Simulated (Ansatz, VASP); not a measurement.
# Si in VASP and in Ansatz

File POSCAR:

```
Si
1.0
    0.0000000000      2.7135600000      2.7135600000
    2.7135600000      0.0000000000      2.7135600000
    2.7135600000      2.7135600000      0.0000000000
Si
2
Direct
    0.2500000000      0.2500000000      0.2500000000
    1.0000000000      1.0000000000      1.0000000000
```

File INCAR.step1:

```
SYSTEM = Si
PREC     = Accurate       ! precision mode
ENCUT    = 400            ! plane-wave cutoff, eV
EDIFF    = 1E-5           ! SCF threshold, eV
ISMEAR   = 0              ! smearing method
SIGMA    = 0.01           ! smearing width, eV
LREAL    = .False.        ! projectors in reciprocal space
LASPH    = .True.         ! aspherical terms in the spheres
NELM     = 120            ! most SCF steps
ALGO     = Normal         ! electronic algorithm
ISIF     = 2              ! what is computed and relaxed
LWAVE    = .True.         ! write WAVECAR
LCHARG   = .False.        ! write CHGCAR
GGA      = PE             ! functional
NBANDS   = 11             ! bands
GGA_COMPAT= .False.
```

File INCAR.step2:

```
SYSTEM = Si
PREC     = Accurate       ! precision mode
ENCUT    = 400            ! plane-wave cutoff, eV
EDIFF    = 1E-6           ! SCF threshold, eV
ISMEAR   = 0              ! smearing method
SIGMA    = 0.01           ! smearing width, eV
LREAL    = .False.        ! projectors in reciprocal space
LASPH    = .True.         ! aspherical terms in the spheres
NELM     = 120            ! most SCF steps
ALGO     = Normal         ! electronic algorithm
ISIF     = 2              ! what is computed and relaxed
LWAVE    = .False.        ! write WAVECAR
LCHARG   = .False.        ! write CHGCAR
GGA      = B3             ! functional
LHFCALC  = .True.         ! exact exchange
AEXX     = 0.2            ! exact-exchange fraction
AGGAX    = 0.72         
AGGAC    = 0.81         
ALDAC    = 0.19         
PRECFOCK = Normal       
ISTART   = 1            
NBANDS   = 11             ! bands
GGA_COMPAT= .False.
```

KPOINTS

```
Automatic mesh
0
Gamma
  4 4 4
  0 0 0
```

Input for Ansatz:

```yaml
crystal:
  lattice:
    bravais: fcc
    a: 5.42712
  space_group: 227
  setting:
    origin_choice: 1
  atoms:
    - { symbol: Si, position: [0.25, 0.25, 0.25] }
  reduce_to_primitive: true
kpoints:
  mp_grid:
    grid: [4, 4, 4]
hamiltonian:
  xc: b3lyp
scf:
  occupations:
    method: fixed
output:
  eigenvalues: true
```

Alike in both runs: task single point; functional B3LYP; k mesh 4 × 4 × 4; no spin polarisation.

```csv
,VASP,Ansatz
version,VASP 6.6.1,Ansatz 0.2.0
potentials or method,"VASP PAW PBE potentials, release 64 (Si)","plane waves, PAW"
plane-wave cutoff (eV),400,420
occupations,"gaussian, width 0.01 eV",fixed
valence electrons in the cell,8,8
```

VASP gave:

- gap on the k mesh at the Fermi level (eV): 2.04

Estimate Ansatz's values.

gap on the k mesh at the Fermi level (eV): 1.98.

VASP's potentials were made for PBE, not for B3LYP.

The k mesh is coarse, so the values compare programs but aren't converged.
